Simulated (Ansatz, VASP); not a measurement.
**ScIr in VASP and in Ansatz**

```
Sc Ir
1.0
     3.16207    0.00000    0.00000
     0.00000    3.16207    0.00000
     0.00000    0.00000    3.16207
Sc Ir
1 1
Direct
  0.50000 0.50000 0.50000
  0.00000 0.00000 0.00000
```

Alike in both runs: functional LDA; k mesh 12 × 12 × 12; occupations fermi-dirac, width 0.1 eV; no spin polarisation.

Ansatz relaxed the structure, and its values are those at the end. VASP's run is a single point on that final structure, the one shown.

|  | VASP | Ansatz |
| --- | --- | --- |
| version | VASP 6.6.1 | Ansatz 0.2.0 |
| potentials or method | VASP PAW LDA potentials, release 64 (Sc_sv, Ir) | PAW with Ansatz's default frozen-core files, scalar-relativistic |
| plane-wave cutoff (eV) | 520 | 420 |
| valence electrons in the cell | 20 | 28 |

```tsv
	VASP	Ansatz	Ansatz less VASP
pressure (GPa)	1.0	0.0	-1.03
```

LDA's correlation is that of Perdew and Zunger in VASP and of Perdew and Wang (1992) in Ansatz. VASP's potentials hold 20 valence electrons a cell and Ansatz's 28, so a difference there can come from the potentials and not from the codes.

Spin-orbit coupling is off throughout.
